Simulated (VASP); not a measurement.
Ir: single point with PBEsol

The system is Ir.

```
CELL_PARAMETERS angstrom
0.00000 1.90682 1.90682
1.90682 0.00000 1.90682
1.90682 1.90682 0.00000
ATOMIC_POSITIONS crystal
Ir 0.00000 0.00000 0.00000
```

This cell differs from its parent crystal: volume scaled by 0.98.

* Program: VASP 6.6.1
* Task: single point
* Functional: PBEsol
* Potentials or basis: VASP PAW PBE potentials, release 64 (Ir)
* Cutoff: 500 eV
* k mesh: 15 × 15 × 15
* Occupations: fermi-dirac, width 0.05 eV
* Spin: no spin polarisation
* Dipole correction: no
* Further INCAR settings: ALGO = Normal; EDIFF = 1e-06; NBANDS = 10

```
Pressure : 6.2 GPa
```

Levels at points of the mesh, in eV from the Fermi level:
```csv
k point,band 1,band 2,band 3,band 4,band 5,band 6,band 7,band 8,band 9
"(0.00, 0.00, 0.00)",-11.47,-4.08,-4.08,-4.08,-1.28,-1.28,14.22,19.92,19.92
```

Wall time 22 s on 1 thread of Intel Xeon 8259CL (shared host), peak memory 0.14 GiB.

Caveat: the PAW data sets were made with another functional, which shifts forces and pressure a little; spin-orbit coupling is left out, which moves the levels of the heavy elements.
